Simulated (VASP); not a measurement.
Runs of VASP 6.6.1 on Na2S. The structure is that of space group Fm-3m (No. 225), or close to it. The cells are those of the table. 

```tsv
level	cell	cutoff (eV)	gap on the mesh (eV)	pressure (GPa)
r2SCAN	a = 4.605 Å, angles 60.0°, 3 atoms	550	3.11	-0.1
PBEsol	a = 4.597 Å, angles 60.0°, 3 atoms	500	(a)	0.1
r2SCAN	a = 4.511 Å, angles 60.0°, 3 atoms	550	3.34	2.0
r2SCAN	a = 4.574 Å, angles 60.0°, 3 atoms	550	3.18	(b)
```

Alike in all rows: task single point; potentials or basis VASP PAW PBE potentials, release 64 (Na_pv, S); no spin polarisation; k mesh 8 × 8 × 8; smearing fermi-dirac 0.02 eV.

**Question.** Fill in the values left out.

**Answer.** (a) 2.42; (b) 0.6.

Caveats: the PAW data sets were made with another functional, which shifts forces and pressure a little.

A k mesh can miss the band edges.
